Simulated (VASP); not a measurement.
# Li (P2_13) in VASP: notebook

Aim: see how the results for Li move with the level of theory and the settings. Levels: revPBE, PBEsol. Tasks: single point.

Program: VASP 6.6.1. These are calculated values, not measurements. Logs are shortened: lines on timing, memory, paths and dates and some standing lists are left out, and cuts for length are marked.

### Step 1. The cell of the first run

It takes space group P2_13 (No. 198, cubic). Conventional cell: a = 4.454 Å, b = 4.454 Å, c = 4.454 Å, α = 90.00°, β = 90.00°, γ = 90.00°. Li (site symmetry 3) has 6 Li at 2.73 Å within 3.6 Å.

### Step 2. Single point, revPBE

INCAR reads:

```
ALGO = Normal ; EDIFF = 1E-6
ENCUT = 750 ; GGA = RE
GGA_COMPAT = False ; ISIF = 2
ISMEAR = -1 ; LASPH = True
LCHARG = False ; LREAL = False
LWAVE = False ; NBANDS = 14
NELM = 120 ; PREC = Accurate
SIGMA = 0.15
```

KPOINTS reads:

```
k-points
0
Gamma
  6 6 6
```

POSCAR reads:

```
Li
1.0
    4.4544400000      0.0000000000      0.0000000000
    0.0000000000      4.4544400000      0.0000000000
    0.0000000000      0.0000000000      4.4544400000
Li
4
Direct
    0.8745700000      0.1254300000      0.6254300000
    0.3745700000      0.3745700000      0.3745700000
    0.1254300000      0.6254300000      0.8745700000
    0.6254300000      0.8745700000      0.1254300000
```

Potentials or basis: VASP PAW PBE potentials, release 64 (Li_sv).

Launch:

```bash
$ cat potpaw_PBE.64/Li_sv/POTCAR > POTCAR
$ mpirun -np 1 vasp_std > vasp.out
```

OUTCAR:

```text
EDIFF = 1E-6
   ENCUT = 750
   GGA = RE
   ISIF = 2
   ISMEAR = -1
   LASPH = True
   LREAL = False
   NELM = 120
   PREC = Accurate

 ion  position               nearest neighbor table
   1  0.875  0.125  0.625-
   2  0.375  0.375  0.375-
   3  0.125  0.625  0.875-
   4  0.625  0.875  0.125-

  LATTYP: Found a simple cubic cell.
 ALAT       =     4.4544400000

  Lattice vectors:

 A1 = (   4.4544400000,   0.0000000000,   0.0000000000)
 A2 = (   0.0000000000,   4.4544400000,   0.0000000000)
 A3 = (   0.0000000000,   0.0000000000,   4.4544400000)

Analysis of symmetry for initial positions (statically):
=====================================================================
 Subroutine PRICEL returns:
 Original cell was already a primitive cell.

 Routine SETGRP: Setting up the symmetry group for a
 simple cubic supercell.

 Subroutine GETGRP returns: Found 12 space group operations
 (whereof  3 operations were pure point group operations)
 out of a pool of 48 trial point group operations.

The static configuration has the point symmetry C_3 .
 The point group associated with its full space group is T   .

Analysis of symmetry for dynamics (positions and initial velocities):
=====================================================================
 Subroutine PRICEL returns:
 Original cell was already a primitive cell.

 Routine SETGRP: Setting up the symmetry group for a
 simple cubic supercell.

 Subroutine GETGRP returns: Found 12 space group operations
 (whereof  3 operations were pure point group operations)
 out of a pool of 48 trial point group operations.

The dynamic configuration has the point symmetry C_3 .
 The point group associated with its full space group is T   .

 Subroutine INISYM returns: Found 12 space group operations
 (whereof  3 operations are pure point group operations),
 and found     1 'primitive' translations

----------------------------------------------------------------------------------------

                                     Primitive cell

  volume of cell :      88.3852

  direct lattice vectors                    reciprocal lattice vectors
     4.454440000  0.000000000  0.000000000     0.224495110  0.000000000  0.000000000
     0.000000000  4.454440000  0.000000000     0.000000000  0.224495110  0.000000000
     0.000000000  0.000000000  4.454440000     0.000000000  0.000000000  0.224495110

  length of vectors
     4.454440000  4.454440000  4.454440000     0.224495110  0.224495110  0.224495110

  position of ions in fractional coordinates (direct lattice)
     0.874570000  0.125430000  0.625430000
     0.374570000  0.374570000  0.374570000
     0.125430000  0.625430000  0.874570000
     0.625430000  0.874570000  0.125430000

  ion indices of the primitive-cell ions
   primitive index   ion index
                 1           1
                 2           2
                 3           3
                 4           4

----------------------------------------------------------------------------------------

 KPOINTS: k-points

Automatic generation of k-mesh.
 Grid dimensions read from file:
 generate k-points for:    6    6    6

 Generating k-lattice:

  Cartesian coordinates                     Fractional coordinates (reciprocal lattice)
     0.037415852  0.000000000  0.000000000     0.166666667  0.000000000  0.000000000
     0.000000000  0.037415852  0.000000000     0.000000000  0.166666667  0.000000000
     0.000000000  0.000000000  0.037415852     0.000000000  0.000000000  0.166666667

  Length of vectors
     0.037415852  0.037415852  0.037415852

  Shift w.r.t. Gamma in fractional coordinates (k-lattice)
     0.000000000  0.000000000  0.000000000

 Subroutine IBZKPT returns following result:
 ===========================================

 Found     24 irreducible k-points:

 Following reciprocal coordinates:
            Coordinates               Weight
  0.000000  0.000000  0.000000      1.000000
  0.166667  0.000000  0.000000      6.000000
  0.333333  0.000000  0.000000      6.000000
  0.500000  0.000000  0.000000      3.000000
  0.166667  0.166667  0.000000     12.000000
  0.333333  0.166667  0.000000     12.000000
[... 16 lines left out ...]
  0.500000  0.500000  0.333333      6.000000
  0.500000  0.500000  0.500000      1.000000
   k-points           NKPTS =     24   k-points in BZ     NKDIM =     24   number of bands    NBANDS=     14
   number of dos      NEDOS =    301   number of ions     NIONS =      4
   total plane-waves  NPLWV =  64000
   dimension x,y,z NGX =    40 NGY =   40 NGZ =   40
   dimension x,y,z NGXF=    80 NGYF=   80 NGZF=   80
   ions per type =               4
   NGX,Y,Z   is equivalent  to a cutoff of  14.93, 14.93, 14.93 a.u.
   NGXF,Y,Z  is equivalent  to a cutoff of  29.86, 29.86, 29.86 a.u.
 SYSTEM =  unknown system
   PREC   = accura    normal or accurate (medium, high low for compatibility)
   ISTART =      0    job   : 0-new  1-cont  2-samecut
   ICHARG =      2    charge: 1-file 2-atom 10-const
   ISPIN  =      1    spin polarized calculation?
   LNONCOLLINEAR =      F non collinear calculations
   LSORBIT =      F    spin-orbit coupling
   LASPH  =      T    aspherical Exc in radial PAW
   ENCUT  =  750.0 eV  55.12 Ry    7.42 a.u.   9.95  9.95  9.95*2*pi/ulx,y,z
   NELM   =    120;   NELMIN=  2; NELMDL= -5     # of ELM steps
   EDIFF  = 0.1E-05   stopping-criterion for ELM
   LREAL  =      F    real-space projection
   EDIFFG = 0.1E-04   stopping-criterion for IOM
   NSW    =      0    number of steps for IOM
   IBRION =     -1    ionic relax: 0-MD 1-quasi-New 2-CG
   NFREE  =      0    steps in history (QN), initial steepest desc. (CG)
   ISIF   =      2    stress and relaxation
   ISYM   =      2    0-nonsym 1-usesym 2-fastsym
   POTIM  = 0.5000    time-step for ionic-motion
   TEBEG  =    0.0;   TEEND  =   0.0 temperature during run
   PSTRESS=    0.0 pullay stress
   NELECT =      12.0000    total number of electrons
   NUPDOWN=      -1.0000    fix difference up-down
   EMIN   =  10.00;   EMAX   =-10.00  energy-range for DOS
   EFERMI =   0.00;   METHOD = LEGACY
   ISMEAR =    -1;   SIGMA  =   0.15  broadening in eV -4-tet -1-fermi 0-gaus
   EFERMI_NEDOS =   21; number of points for ismear=-14 and -15
   IALGO  =     38    algorithm
   IMIX   =      4    mixing-type and parameters
     AMIX     =   0.40;   BMIX     =  1.00
     AMIX_MAG =   1.60;   BMIX_MAG =  1.00
  volume/ion in A,a.u.               =      22.10       149.11
  Fermi-wavevector in a.u.,A,eV,Ry     =   0.841412  1.590038  9.632577  0.707974
  Thomas-Fermi vector in A             =   1.955952
   LORBIT       =      0    0 simple, 1 ext, 2 COOP (PROOUT), +10 PAW based schemes
   GGA     = RE    functional components
   LHFCALC =     F    Hartree Fock is set to
   AEXX    =    0.0000 exact exchange contribution
   IVDW    =     0    specifies the selected vdW correction
   LEPSILON=     F    determine dielectric tensor
   LRPA    =     F    only Hartree local field effects (RPA)
 non-spin polarized calculation
  energy-cutoff  :      750.00
  volume of cell :       88.39
 maximum number of plane-waves:      4224
   NGX = 19   NGY = 19   NGZ = 19

 number of electron      11.9999977 magnetization

 Free energy of the ion-electron system (eV)
  ---------------------------------------------------
  ext. energy  EPLUGINS =         0.00000000
  ---------------------------------------------------
  free energy    TOTEN  =        -6.26393692 eV

  energy without entropy =       -6.16116584  energy(sigma->0) =       -6.21255138

 E-fermi :   0.5983     XC(G=0):  -6.7525

 val. band max:        0.4876329554   @ k =   0.5000   0.5000   0.1667
 cond. band min:       0.6563204067   @ k =   0.3333   0.3333   0.0000
 fundamental gap:      0.1686874513
 Fermi energy:         0.5983076572

 k-point     1 :       0.0000    0.0000    0.0000
  band No.  band energies     occupation
      1     -46.7664      2.00000
      2     -46.7268      2.00000
      3     -46.7268      2.00000
      4     -46.7268      2.00000
      5      -2.9700      2.00000
      6       2.7887      0.00000
      7       2.7887      0.00000
      8       2.7887      0.00000
      9       2.9409      0.00000
     10       2.9409      0.00000
     11       2.9409      0.00000
     12       8.5950      0.00000
     13       8.5950      0.00000
     14       8.9223      0.00000

 k-point     2 :       0.1667    0.0000    0.0000
  band No.  band energies     occupation
      1     -46.7644      2.00000
      2     -46.7332      2.00000
      3     -46.7262      2.00000
      4     -46.7231      2.00000
      5      -2.8100      2.00000
      6       1.1055      0.06579
      7       2.8073      0.00000
      8       2.8444      0.00000
      9       3.1078      0.00000
     10       3.1258      0.00000
     11       4.8181      0.00000
     12       7.3426      0.00000
     13       7.9641      0.00000
     14       7.9790      0.00000

 k-point     3 :       0.3333    0.0000    0.0000
  band No.  band energies     occupation
      1     -46.7588      2.00000
      2     -46.7415      2.00000
      3     -46.7246      2.00000
      4     -46.7220      2.00000
      5      -2.3271      2.00000
      6      -0.3712      1.99689
      7       2.9254      0.00000
      8       2.9643      0.00000
      9       3.6089      0.00000
     10       3.6402      0.00000
     11       6.0693      0.00000
     12       6.1138      0.00000
     13       6.4399      0.00000
     14       7.0514      0.00000

 k-point     4 :       0.5000    0.0000    0.0000
  band No.  band energies     occupation
      1     -46.7506      2.00000
      2     -46.7506      2.00000
      3     -46.7228      2.00000
      4     -46.7228      2.00000
      5      -1.5158      2.00000
      6      -1.5158      2.00000
      7       3.0185      0.00000
      8       3.0185      0.00000
      9       4.0675      0.00000
     10       4.0675      0.00000
     11       5.4907      0.00000
     12       5.4907      0.00000
     13       6.4734      0.00000
     14       6.4734      0.00000

 k-point     5 :       0.1667    0.1667    0.0000
  band No.  band energies     occupation
      1     -46.7625      2.00000
      2     -46.7353      2.00000
      3     -46.7268      2.00000
      4     -46.7222      2.00000
      5      -2.6500      2.00000
      6       1.0571      0.08970
      7       1.4850      0.00540
      8       2.9525      0.00000
      9       3.0976      0.00000
     10       4.2553      0.00000
     11       5.3524      0.00000
[... 276 lines left out ...]
 k-point    22 :       0.5000    0.3333    0.3333
  band No.  band energies     occupation
      1     -46.7435      2.00000
      2     -46.7435      2.00000
      3     -46.7298      2.00000
      4     -46.7298      2.00000
      5      -0.3102      1.99533
      6      -0.3102      1.99533
      7       1.2092      0.03349
      8       1.2092      0.03349
      9       2.6451      0.00000
     10       2.6451      0.00000
     11       3.9941      0.00000
     12       3.9941      0.00000
     13      10.4540      0.00000
     14      10.4540      0.00000

 k-point    23 :       0.5000    0.5000    0.3333
  band No.  band energies     occupation
      1     -46.7415      2.00000
      2     -46.7415      2.00000
      3     -46.7318      2.00000
      4     -46.7318      2.00000
      5       0.1895      1.87701
      6       0.1895      1.87701
      7       0.7453      0.54591
      8       0.7453      0.54591
      9       2.9925      0.00000
     10       2.9925      0.00000
     11       3.0171      0.00000
     12       3.0171      0.00000
     13      11.2942      0.00000
     14      11.2948      0.00000

 k-point    24 :       0.5000    0.5000    0.5000
  band No.  band energies     occupation
      1     -46.7367      2.00000
      2     -46.7367      2.00000
      3     -46.7367      2.00000
      4     -46.7367      2.00000
      5       0.7440      0.54930
      6       0.7440      0.54930
      7       0.7440      0.54930
      8       0.7440      0.54930
      9       2.4273      0.00001
     10       2.4273      0.00001
     11       2.4273      0.00001
     12       2.4273      0.00001
     13      12.6230      0.00000
     14      12.6230      0.00000

------------------------ aborting loop because EDIFF is reached ----------------------------------------

  FORCE on cell =-STRESS in cart. coord.  units (eV):
  Direction    XX          YY          ZZ          XY          YZ          ZX
  --------------------------------------------------------------------------------------
  -------------------------------------------------------------------------------------
  Total        0.2671410      0.2671410      0.2671410     -0.0000000     -0.0000000      0.0000000
  in kB        4.8425249      4.8425249      4.8425249     -0.0000000     -0.0000000      0.0000000
  external PRESSURE =       4.8425249 kB  Pullay stress =       0.0000000 kB

 VOLUME and BASIS-vectors are now :
 -----------------------------------------------------------------------------
  energy-cutoff  :      750.00
  volume of cell :       88.39
      direct lattice vectors                 reciprocal lattice vectors
     4.454440000  0.000000000  0.000000000     0.224495110  0.000000000  0.000000000
     0.000000000  4.454440000  0.000000000     0.000000000  0.224495110  0.000000000
     0.000000000  0.000000000  4.454440000     0.000000000  0.000000000  0.224495110

 POSITION                                       TOTAL-FORCE (eV/Angst)
 -----------------------------------------------------------------------------------
      3.89572      0.55872      2.78594        -0.002825      0.002825      0.002825
      1.66850      1.66850      1.66850        -0.002825     -0.002825     -0.002825
      0.55872      2.78594      3.89572         0.002825      0.002825     -0.002825
      2.78594      3.89572      0.55872         0.002825     -0.002825      0.002825
 -----------------------------------------------------------------------------------
    total drift:                                0.000000     -0.000000     -0.000000

  FREE ENERGIE OF THE ION-ELECTRON SYSTEM (eV)
  ---------------------------------------------------
  free  energy   TOTEN  =        -6.2639369242 eV

  energy  without entropy=       -6.1611658438  energy(sigma->0) =       -6.21255138
```

It took 16 s on 1 thread of AMD EPYC 9R45 (Zen 5), shared host; peak memory 0.21 GiB.

What came out:

| Item | Value |
| --- | --- |
| Free energy | -6.2639 eV |
| Pressure | 0.5 GPa |
| Largest force | 0.005 eV/Å |
| Band gap on the k mesh | zero (band 6 reaches 2.79 eV, above the bottom of band 7 at 0.38 eV) |

Forces in eV/Å, atoms in the order of the input:
```
Li  -0.003  0.003  0.003
Li  -0.003 -0.003 -0.003
Li   0.003  0.003 -0.003
Li   0.003 -0.003  0.003
```

Levels at points of the mesh, in eV from the Fermi level:
| k point | band 4 | band 5 | band 6 | band 7 | band 8 | band 9 |
| --- | --- | --- | --- | --- | --- | --- |
| (0.00, 0.00, 0.00) | -47.33 | -3.57 | 2.19 | 2.19 | 2.19 | 2.34 |
| (0.50, 0.00, 0.00) | -47.32 | -2.11 | -2.11 | 2.42 | 2.42 | 3.47 |
| (0.50, 0.50, 0.00) | -47.33 | -1.04 | -1.04 | -0.22 | -0.22 | 3.94 |
| (0.50, 0.50, 0.50) | -47.34 | 0.15 | 0.15 | 0.15 | 0.15 | 1.83 |

Caveat: the PAW data sets were made with another functional, which shifts forces and pressure a little.

### Step 3. Single point, PBEsol

INCAR reads:

```
PREC     = Accurate       # precision mode
ENCUT    = 750            # plane-wave cutoff, eV
EDIFF    = 1E-6           # SCF threshold, eV
ISMEAR   = -1             # smearing method
SIGMA    = 0.15           # smearing width, eV
LREAL    = False          # projectors in reciprocal space
LASPH    = True           # aspherical terms in the spheres
NELM     = 120            # most SCF steps
ALGO     = Normal         # electronic algorithm
ISIF     = 2              # what is computed and relaxed
LWAVE    = False          # write WAVECAR
LCHARG   = True           # write CHGCAR
GGA      = PS             # functional
LELF     = True           # ELF
LVHAR    = True         
NBANDS   = 14             # bands
GGA_COMPAT= False
```

KPOINTS reads:

```
Automatic mesh
0
Gamma
  6 6 6
```

POSCAR is that of step 2.

Potentials or basis: VASP PAW PBE potentials, release 64 (Li_sv).

Launch:

```bash
$ cat potpaw_PBE.64/Li_sv/POTCAR > POTCAR
$ mpirun -np 1 vasp_std > vasp.out
```

Wall time 21 s (1 thread of AMD EPYC 9R45 (Zen 5), shared host); peak memory 0.21 GiB.

It converged, with:

```yaml
Free_energy: -6.8883 eV
Pressure: 0.0 GPa
Largest_force: 0.005 eV/Å
Band_gap_on_the_k_mesh: zero (band 6 reaches 2.69 eV, above the bottom of band 7 at 0.31 eV)
```

Forces on the atoms (eV/Å):
```
Li  -0.003  0.003  0.003
Li  -0.003 -0.003 -0.003
Li   0.003  0.003 -0.003
Li   0.003 -0.003  0.003
```

Levels at points of the mesh, in eV from the Fermi level:
```tsv
k point	band 2	band 3	band 4	band 5	band 6	band 7	band 8	band 9	band 10	band 11
(0.00, 0.00, 0.00)	-46.54	-46.54	-46.54	-3.54	2.16	2.16	2.16	2.34	2.34	2.34
(0.50, 0.00, 0.00)	-46.57	-46.54	-46.54	-2.10	-2.10	2.38	2.38	3.43	3.43	4.91
(0.50, 0.50, 0.00)	-46.56	-46.54	-46.54	-1.04	-1.04	-0.21	-0.21	3.89	3.89	5.05
(0.50, 0.50, 0.50)	-46.55	-46.55	-46.55	0.14	0.14	0.14	0.14	1.82	1.82	1.82
```

Caveat: the PAW data sets were made with another functional, which shifts forces and pressure a little.
